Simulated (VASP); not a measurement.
Wanted: the native input for a VASP 6.6.1 run.

```
Task                   : single point
Functional             : PBEsol
Potentials or basis    : VASP PAW PBE potentials, release 64 (Sc_sv)
Cutoff                 : 520 eV
k mesh                 : 10 × 10 × 14
Occupations            : gaussian, width 0.1 eV
Spin                   : no spin polarisation
Dipole correction      : no
Further INCAR settings : ALGO = Normal; EDIFF = 1e-07; NBANDS = 24
```

The structure of Sc lies in POSCAR:

```
Sc
1.0
    4.4850394961     -2.4583875277      0.0419265468
    4.4850394961      2.4583875277      0.0419265468
    0.0269312969      0.0000000000      3.1799775402
Sc
3
Direct
    0.3367588801      0.3367588801      0.9898649412
   -0.0040558542     -0.0040558542      0.5017933291
    0.6672969742      0.6672969742      0.0083417297
```

This cell differs from its parent crystal: strained and its atoms moved.

One way to write it, as run:

INCAR

```
SYSTEM = Sc
PREC = Accurate
ENCUT = 520
EDIFF = 1E-7
ISMEAR = 0
SIGMA = 0.1
LREAL = .False.
LASPH = .True.
NELM = 100
ALGO = Normal
ISIF = 2
LWAVE = .False.
LCHARG = .False.
GGA = PS
NBANDS = 24
```

KPOINTS

```
Automatic mesh
0
Gamma
  10 10 14
  0 0 0
```

Potentials or basis: VASP PAW PBE potentials, release 64 (Sc_sv).

Command:

```sh
$ cat potpaw_PBE.64/Sc_sv/POTCAR > POTCAR
$ mpirun -np 1 vasp_std > vasp.out
```

It gave:

```
Pressure               : 0.3 GPa
Largest force          : 0.216 eV/Å
Band gap on the k mesh : zero (an odd number of electrons rules out a gap without spin polarisation)
```

Caveat: the cell differs from its parent crystal (strained and its atoms moved); the PAW data sets were made with another functional, which shifts forces and pressure a little.

Wall time 7.4 min on 1 thread of AMD EPYC 9R45 96-Core Processor (Zen 5) (shared host), peak memory 0.54 GiB.
